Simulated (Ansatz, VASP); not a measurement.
Two plane-wave programs on Si3N4

```
CELL_PARAMETERS angstrom
-3.34996 3.34996 3.34996
3.34996 -3.34996 3.34996
3.34996 3.34996 -3.34996
ATOMIC_POSITIONS crystal
Si 0.25000 0.12500 0.87500
Si 0.87500 0.25000 0.12500
Si 0.75000 0.37500 0.62500
Si 0.62500 0.75000 0.37500
Si 0.12500 0.87500 0.25000
Si 0.37500 0.62500 0.75000
N 0.56852 0.56852 0.56852
N 0.43148 0.50000 0.00000
N 0.50000 0.00000 0.93148
N 0.00000 0.43148 0.50000
N 0.93148 0.50000 0.00000
N 0.06852 0.06852 0.06852
N 0.00000 0.93148 0.50000
N 0.50000 0.00000 0.43148
```

Alike in both runs: functional PBE; k mesh 6 × 6 × 6; occupations gaussian, width 0.02 eV; no spin polarisation.

Ansatz relaxed the structure, and its values are those at the end. VASP's run is a single point on that final structure, the one shown.

|  | VASP | Ansatz |
| --- | --- | --- |
| version | VASP 6.6.1 | Ansatz 0.2.0 |
| potentials or method | VASP PAW PBE potentials, release 64 (Si, N), cutoff 520 eV | scalar-relativistic, plane waves, PAW |
| valence electrons in the cell | 64 | 64 |

```tsv
	VASP	Ansatz	Ansatz less VASP
gap on the k mesh at the Fermi level (eV)	3.42	3.41	-0.014
least direct gap on the mesh (eV)	3.50	3.48	-0.014
pressure (GPa)	-20.2	-20.0	+0.22
```

Ansatz's warnings: stress scf threshold loose.
